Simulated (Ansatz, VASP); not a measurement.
## RbBr: VASP beside Ansatz

File POSCAR:

```
RbBr
1.0
    0.0000000000      3.8694968646      3.8694968646
    3.6849218642      0.0000000000      3.8694968646
    3.6849218642      3.8694968646      0.0000000000
Rb Br
1 1
Direct
    0.0000000000      0.0000000000      0.0000000000
    0.2500000000      0.2500000000      0.2500000000
```

The input INCAR.step1:

```
PREC = Accurate ; ENCUT = 520
EDIFF = 1E-5 ; ISMEAR = 0
SIGMA = 0.01 ; LREAL = False
LASPH = True ; NELM = 100
ALGO = Normal ; ISIF = 2
LWAVE = True ; LCHARG = False
NBANDS = 15 ; GGA = PE
```

INCAR.step2

```
PREC = Accurate ; ENCUT = 520
EDIFF = 1E-6 ; ISMEAR = 0
SIGMA = 0.01 ; LREAL = False
LASPH = True ; NELM = 100
ALGO = Normal ; ISIF = 2
LWAVE = False ; LCHARG = False
GGA = PE ; LHFCALC = True
HFSCREEN = 0.2079 ; PRECFOCK = Normal
NBANDS = 15 ; ISTART = 1
```

Contents of KPOINTS:

```
Automatic mesh
0
Gamma
  4 4 4
```

Input for Ansatz:

```yaml
crystal:
  lattice:
    - [0.0, 3.8694968646, 3.8694968646]
    - [3.6849218642, 0.0, 3.8694968646]
    - [3.6849218642, 3.8694968646, 0.0]
  atoms:
    - { symbol: Rb, position: [0.0, 0.0, 0.0] }
    - { symbol: Br, position: [0.25, 0.25, 0.25] }
kpoints:
  mp_grid: { grid: [4, 4, 4] }
  band_path:
    path:
      - [0.0, 0.0, 0.0]
      - [-0.5, -0.5, 0.0]
      - [-0.375, -0.375, 0.25]
      - [-0.375, 0.0, 0.375]
      - [0.0, 0.0, 0.5]
      - [-0.5, -0.25, 0.25]
    npoints: 1
hamiltonian:
  xc: hse06
scf:
  occupations: { method: fixed }
  n_extra_bands: 4
output:
  forces: true
  stress: true
  eigenvalues: true
```

Change from the starting cell: uniaxial_x strain -4.8%.

Alike in both runs: task single point; functional HSE06; k mesh 4 × 4 × 4; no spin polarisation.

```csv
,VASP,Ansatz
version,VASP 6.6.1,Ansatz 0.2.0
potentials or method,"VASP PAW PBE potentials, release 64 (Rb_sv, Br)","plane waves, PAW"
plane-wave cutoff (eV),520,420
occupations,"gaussian, width 0.01 eV",fixed
valence electrons in the cell,16,16
```

|  | VASP | Ansatz | Ansatz less VASP |
| --- | --- | --- | --- |
| gap on the k mesh at the Fermi level (eV) | 5.23 | 5.23 | -0.003 |
| pressure (GPa) | 0.5 | 0.5 | -0.01 |

Ansatz's warnings: stress exchange threshold loose, stress scf threshold loose.
